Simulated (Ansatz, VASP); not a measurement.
**One calculation of FeSi, two programs**

```
Fe Si
1.0
     4.40305    0.00000    0.00000
     0.00000    4.40305    0.00000
     0.00000    0.00000    4.40305
Fe Si
4 4
Direct
  0.86334 0.63666 0.36334
  0.63666 0.36334 0.86334
  0.36334 0.86334 0.63666
  0.13666 0.13666 0.13666
  0.15887 0.34113 0.65887
  0.34113 0.65887 0.15887
  0.65887 0.15887 0.34113
  0.84113 0.84113 0.84113
```

Alike in both runs: task single point; functional r2SCAN; k mesh 6 × 6 × 6; no spin polarisation.

|  | VASP | Ansatz |
| --- | --- | --- |
| version | VASP 6.6.1 | Ansatz 0.2.0 |
| potentials or method | VASP PAW PBE potentials, release 64 (Fe, Si) | plane waves, PAW |
| plane-wave cutoff (eV) | 520 | 500 |
| occupations | gaussian, width 0.01 eV | fixed |
| valence electrons in the cell | 48 | 80 |

|  | VASP | Ansatz | Ansatz less VASP |
| --- | --- | --- | --- |
| gap on the k mesh at the Fermi level (eV) | 0.32 | 0.34 | +0.011 |
| pressure (GPa) | 0.4 | 0.0 | -0.44 |
| rms of the force components (eV/Å) | 0.015 | 0.000 | -0.0150 |

VASP's potentials were made for PBE, not for r2SCAN. Atom by atom the forces differ by 0.015 eV/Å (rms over components). VASP's potentials hold 48 valence electrons a cell and Ansatz's 80, so a difference there can come from the potentials and not from the codes.
